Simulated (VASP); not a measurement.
# HgPt3 (P4/mmm) in VASP: single point with LDA

Aim: the single point of HgPt3 with LDA.

Program: VASP 6.6.1. These are calculated values, not measurements. Logs are shortened: lines on timing, memory, paths and dates and some standing lists are left out, and cuts for length are marked.

**1. The cell of the first run**

The structure is tetragonal, space group P4/mmm (No. 123). Conventional cell: a = 3.973 Å, b = 3.973 Å, c = 3.575 Å, α = 90.00°, β = 90.00°, γ = 90.00°. Within 3.6 Å of Hg (site symmetry 4/mmm) lie 12 Pt at 2.67 to 2.81 Å and 2 Hg at 3.58 Å. Within 3.6 Å of Pt (site symmetry mmm) lie 4 Hg at 2.67 Å and 10 Pt at 2.67 to 3.58 Å. Within 3.6 Å of Pt (site symmetry 4/mmm) lie 10 Pt at 2.67 to 3.58 Å and 4 Hg at 2.81 Å.

**2. Single point, LDA (strain -0.1000 x Voigt [0, 1, 0, 0, 0, 0])**

Contents of INCAR:

```
SYSTEM = HgPt3
PREC = Accurate
ENCUT = 570
EDIFF = 1E-6
ISMEAR = 0
SIGMA = 0.15
LREAL = .False.
LASPH = .True.
NELM = 120
ALGO = Normal
ISIF = 2
LWAVE = .False.
LCHARG = .False.
GGA = CA
NBANDS = 45
GGA_COMPAT = .False.
```

Contents of KPOINTS:

```
Automatic mesh
0
Gamma
  12 12 12
  0 0 0
```

Contents of POSCAR:

```
HgPt3
1.0
    3.9726881452      0.0000000000      0.0000000000
    0.0000000000      3.5754193307      0.0000000000
    0.0000000000      0.0000000000      3.9726881452
Hg Pt
1 3
Direct
    0.0000000000      0.0000000000      0.0000000000
    0.0000000000      0.5000000000      0.5000000000
    0.5000000000      0.5000000000      0.0000000000
    0.5000000000      0.0000000000      0.5000000000
```

Potentials or basis: VASP PAW LDA potentials, release 64 (Hg_sv_GW, Pt_sv_GW).

Run with:

```sh
> cat potpaw_LDA.64/Hg_sv_GW/POTCAR potpaw_LDA.64/Pt_sv_GW/POTCAR > POTCAR
> mpirun -np 1 vasp_std > vasp.out
```

OUTCAR:

```text
SYSTEM = HgPt3
   PREC = Accurate
   ENCUT = 570
   EDIFF = 1E-6
   ISMEAR = 0
   LREAL = .False.
   LASPH = .True.
   NELM = 120
   ISIF = 2
   GGA = CA

 ion  position               nearest neighbor table
   1  0.000  0.000  0.000-   2 2.67   3 2.67   2 2.67   2 2.67   3 2.67   2 2.67   3 2.67   3 2.67
                             4 2.81   4 2.81   4 2.81   4 2.81
   2  0.000  0.500  0.500-   1 2.67   4 2.67   1 2.67   1 2.67   4 2.67   1 2.67   4 2.67   4 2.67
                             3 2.81   3 2.81   3 2.81   3 2.81
   3  0.500  0.500  0.000-   1 2.67   4 2.67   4 2.67   1 2.67   4 2.67   4 2.67   1 2.67   1 2.67
                             2 2.81   2 2.81   2 2.81   2 2.81
   4  0.500  0.000  0.500-   2 2.67   3 2.67   3 2.67   2 2.67   3 2.67   3 2.67   2 2.67   2 2.67
                             1 2.81   1 2.81   1 2.81   1 2.81

  LATTYP: Found a simple tetragonal cell.
 ALAT       =     3.9726881452
 C/A-ratio  =     0.9000000000

  Lattice vectors:

 A1 = (  -3.9726881452,   0.0000000000,   0.0000000000)
 A2 = (   0.0000000000,   0.0000000000,   3.9726881452)
 A3 = (   0.0000000000,   3.5754193307,   0.0000000000)

Analysis of symmetry for initial positions (statically):
=====================================================================
 Subroutine PRICEL returns:
 Original cell was already a primitive cell.

 Routine SETGRP: Setting up the symmetry group for a
 simple tetragonal supercell.

 Subroutine GETGRP returns: Found 16 space group operations
 (whereof 16 operations were pure point group operations)
 out of a pool of 16 trial point group operations.

The static configuration has the point symmetry D_4h.

Analysis of symmetry for dynamics (positions and initial velocities):
=====================================================================
 Subroutine PRICEL returns:
 Original cell was already a primitive cell.

 Routine SETGRP: Setting up the symmetry group for a
 simple tetragonal supercell.

 Subroutine GETGRP returns: Found 16 space group operations
 (whereof 16 operations were pure point group operations)
 out of a pool of 16 trial point group operations.

The dynamic configuration has the point symmetry D_4h.

 Subroutine INISYM returns: Found 16 space group operations
 (whereof 16 operations are pure point group operations),
 and found     1 'primitive' translations

----------------------------------------------------------------------------------------

                                     Primitive cell

  volume of cell :      56.4282

  direct lattice vectors                    reciprocal lattice vectors
[... 96 lines left out ...]
   NFREE  =      0    steps in history (QN), initial steepest desc. (CG)
   ISIF   =      2    stress and relaxation
   ISYM   =      2    0-nonsym 1-usesym 2-fastsym
   POTIM  = 0.5000    time-step for ionic-motion
   TEBEG  =    0.0;   TEEND  =   0.0 temperature during run
   PSTRESS=    0.0 pullay stress
   NELECT =      74.0000    total number of electrons
   NUPDOWN=      -1.0000    fix difference up-down
   EMIN   =  10.00;   EMAX   =-10.00  energy-range for DOS
   EFERMI =   0.00;   METHOD = LEGACY
   ISMEAR =     0;   SIGMA  =   0.15  broadening in eV -4-tet -1-fermi 0-gaus
   EFERMI_NEDOS =   21; number of points for ismear=-14 and -15
   IALGO  =     38    algorithm
   IMIX   =      4    mixing-type and parameters
     AMIX     =   0.40;   BMIX     =  1.00
     AMIX_MAG =   1.60;   BMIX_MAG =  1.00
  volume/ion in A,a.u.               =      14.11        95.20
  Fermi-wavevector in a.u.,A,eV,Ry     =   1.791926  3.386249 43.688295  3.210999
  Thomas-Fermi vector in A             =   2.854394
   LORBIT       =      0    0 simple, 1 ext, 2 COOP (PROOUT), +10 PAW based schemes
   GGA     = CA    functional components
   LHFCALC =     F    Hartree Fock is set to
   AEXX    =    0.0000 exact exchange contribution
   IVDW    =     0    specifies the selected vdW correction
   LEPSILON=     F    determine dielectric tensor
   LRPA    =     F    only Hartree local field effects (RPA)
 non-spin polarized calculation
 Gauss-broadening in eV      SIGMA  =   0.15
  energy-cutoff  :      570.00
  volume of cell :       56.43
 maximum number of plane-waves:      1768
 NGX is ok and might be reduce to    32
   NGX = 15   NGY = 13   NGZ = 15

 number of electron      74.0000000 magnetization

 Free energy of the ion-electron system (eV)
  ---------------------------------------------------
  ext. energy  EPLUGINS =         0.00000000
  ---------------------------------------------------
  free energy    TOTEN  =       -22.21855233 eV

  energy without entropy =      -22.18026747  energy(sigma->0) =      -22.19940990

 E-fermi :  11.8967     XC(G=0): -14.8417

 val. band max:       11.8960216845   @ k =   0.3333   0.0833   0.2500
 cond. band min:      11.8978387288   @ k =   0.5000   0.5000   0.3333
 fundamental gap:      0.0018170444
 Fermi energy:        11.8966941180

 k-point     1 :       0.0000    0.0000    0.0000
  band No.  band energies     occupation
      1    -103.1998      2.00000
      2     -86.3541      2.00000
      3     -86.3292      2.00000
      4     -86.1988      2.00000
      5     -51.8814      2.00000
      6     -51.8468      2.00000
[... 1141 lines left out ...]
     44      22.5643      0.00000
     45      23.2305      0.00000

 [... further k-points ...]

------------------------ aborting loop because EDIFF is reached ----------------------------------------

  FORCE on cell =-STRESS in cart. coord.  units (eV):
  Direction    XX          YY          ZZ          XY          YZ          ZX
  --------------------------------------------------------------------------------------
  -------------------------------------------------------------------------------------
  Total       11.8908878     13.5781988     11.8908878      0.0000000      0.0000000      0.0000000
  in kB      337.6205942    385.5287867    337.6205942      0.0000000      0.0000000      0.0000000
  external PRESSURE =     353.5899917 kB  Pullay stress =       0.0000000 kB

 VOLUME and BASIS-vectors are now :
 -----------------------------------------------------------------------------
  energy-cutoff  :      570.00
  volume of cell :       56.43
      direct lattice vectors                 reciprocal lattice vectors
     3.972688145  0.000000000  0.000000000     0.251718726  0.000000000  0.000000000
     0.000000000  3.575419331  0.000000000     0.000000000  0.279687474  0.000000000
     0.000000000  0.000000000  3.972688145     0.000000000  0.000000000  0.251718726

 POSITION                                       TOTAL-FORCE (eV/Angst)
 -----------------------------------------------------------------------------------
      0.00000      0.00000      0.00000         0.000000      0.000000      0.000000
      0.00000      1.78771      1.98634         0.000000      0.000000      0.000000
      1.98634      1.78771      0.00000         0.000000      0.000000      0.000000
      1.98634      0.00000      1.98634         0.000000      0.000000      0.000000
 -----------------------------------------------------------------------------------
    total drift:                                0.000000     -0.000000     -0.000000

  FREE ENERGIE OF THE ION-ELECTRON SYSTEM (eV)
  ---------------------------------------------------
  free  energy   TOTEN  =       -22.2185523321 eV

  energy  without entropy=      -22.1802674660  energy(sigma->0) =      -22.19940990
```

stdout:

```text
POSCAR found type information on POSCAR HgPt
 POSCAR found :  2 types and       4 ions
 scaLAPACK will be used
 LDA part: xc-table for (Slater(with rela. corr.)+CA(PZ))
 , standard interpolation
 POSCAR, INCAR and KPOINTS ok, starting setup
 FFT: planning ... GRIDC
 FFT: planning ... GRID_SOFT
 FFT: planning ... GRID
 WAVECAR not read
 entering main loop
```

Run time: 3.4 min. Hardware: 1 thread of Intel Xeon 6975P-C (Granite Rapids), shared host; peak memory 0.58 GiB.

Results:

```
Free energy            : -22.2186 eV
Pressure               : 35.4 GPa
Band gap on the k mesh : zero (bands 37 and 38 overlap by 1.35 eV)
```

Levels at points of the mesh, in eV from the Fermi level:
```tsv
k point	band 35	band 36	band 37	band 38	band 39	band 40
(0.00, 0.00, 0.00)	0.11	0.29	0.29	0.99	0.99	2.49
(0.50, 0.00, 0.00)	-1.91	-1.27	-0.69	0.98	5.93	6.54
(0.00, 0.50, 0.00)	-1.91	-1.73	-1.31	0.13	4.65	6.39
(0.50, 0.50, 0.00)	-1.67	-1.67	0.29	0.74	2.37	2.38
(0.50, 0.00, 0.50)	-2.17	-2.14	-0.75	-0.03	1.31	1.31
(0.50, 0.50, 0.50)	-1.09	-1.07	-0.61	0.03	0.03	0.60
```

Caveat: the cell differs from its parent crystal (strain -0.1000 x Voigt [0, 1, 0, 0, 0, 0]); the cell stands under pressure; spin-orbit coupling is left out, which moves the levels of the heavy elements.
